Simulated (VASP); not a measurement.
Wanted: the native input for a VASP 6.6.1 run.

```
Task                   : single point
Functional             : LDA
Potentials or basis    : VASP PAW LDA potentials, release 64 (Al)
Cutoff                 : 520 eV
k mesh                 : 9 × 9 × 3
Occupations            : fermi-dirac, width 0.15 eV
Spin                   : no spin polarisation
Dipole correction      : no
Further INCAR settings : ALGO = Normal; EDIFF = 1e-06; NBANDS = 14
```

The structure of Al lies in POSCAR:

```
Al
1.0
    2.8642796479      0.0000000000      0.0000000000
   -1.4321403305      2.4805394447      0.0000000000
    0.0000000000      0.0000000000      9.3068751914
Al
4
Direct
    0.0000000000      0.0000000000      0.0000000000
    0.3333333333      0.6666666667      0.2500000000
    0.0000000000      0.0000000000      0.5000000000
    0.6666666667      0.3333333333      0.7500000000
```

One way to write it, as run:

INCAR

```
ALGO = Normal
EDIFF = 1E-6
ENCUT = 520
ISIF = 2
ISMEAR = -1
LASPH = T
LCHARG = F
LREAL = F
LWAVE = F
NBANDS = 14
NELM = 80
PREC = Accurate
SIGMA = 0.15
```

KPOINTS

```
k-points
0
Gamma
  9 9 3
```

Potentials or basis: VASP PAW LDA potentials, release 64 (Al).

The run is started by

```bash
$ cat potpaw_LDA.64/Al/POTCAR > POTCAR
$ mpirun -np 1 vasp_std > vasp.out
```

Results of the run:

```json
{
  "Pressure": "-3.1 GPa",
  "Band gap on the k mesh": "zero (band 6 reaches 11.74 eV, above the bottom of band 7 at 6.42 eV)"
}
```

Wall time 5.9 s on 1 thread of Intel(R) Xeon(R) 6975P-C (Granite Rapids), with other jobs on the host, peak memory 0.15 GiB.
